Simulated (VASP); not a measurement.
TiAu, 2 atoms in the cell. The structure is cubic, space group Pm-3m (No. 221). The conventional cell has a = 3.287 Å, b = 3.287 Å, c = 3.287 Å, α = 90.00°, β = 90.00°, γ = 90.00°. Within 3.8 Å of Ti (site symmetry m-3m) lie 8 Au at 2.85 Å and 6 Ti at 3.29 Å. Au (site symmetry m-3m) has 8 Ti at 2.85 Å and 6 Au at 3.29 Å within 3.8 Å. 

- Program: VASP 6.6.1
- Task: single point
- Functional: r2SCAN
- Potentials or basis: VASP PAW PBE potentials, release 64 (Ti_sv, Au_sv_GW)
- Cutoff: 590 eV
- k mesh: 10 × 10 × 10
- Occupations: fermi-dirac, width 0.1 eV
- Spin: no spin polarisation
- Dipole correction: no
- Further INCAR settings: ALGO = Normal; EDIFF = 1e-06; NBANDS = 22

Potentials or basis: VASP PAW PBE potentials, release 64 (Ti_sv, Au_sv_GW).

Command:

```bash
$ cat potpaw_PBE.64/Ti_sv/POTCAR potpaw_PBE.64/Au_sv_GW/POTCAR > POTCAR
$ cp INCAR.step1 INCAR
$ mpirun -np 1 vasp_std > vasp.out
$ cp INCAR.step2 INCAR
$ mpirun -np 1 vasp_std > vasp.out
```

Hardware: 1 thread of AMD EPYC 7R43 64-Core Processor (Zen 3), on a shared host.

Question: How long does it take, and how much memory?

Answer: It took 4.6 min on 1 thread of AMD EPYC 7R43 64-Core Processor (Zen 3), on a shared host, peak memory 0.18 GiB. Counts: k points 56.
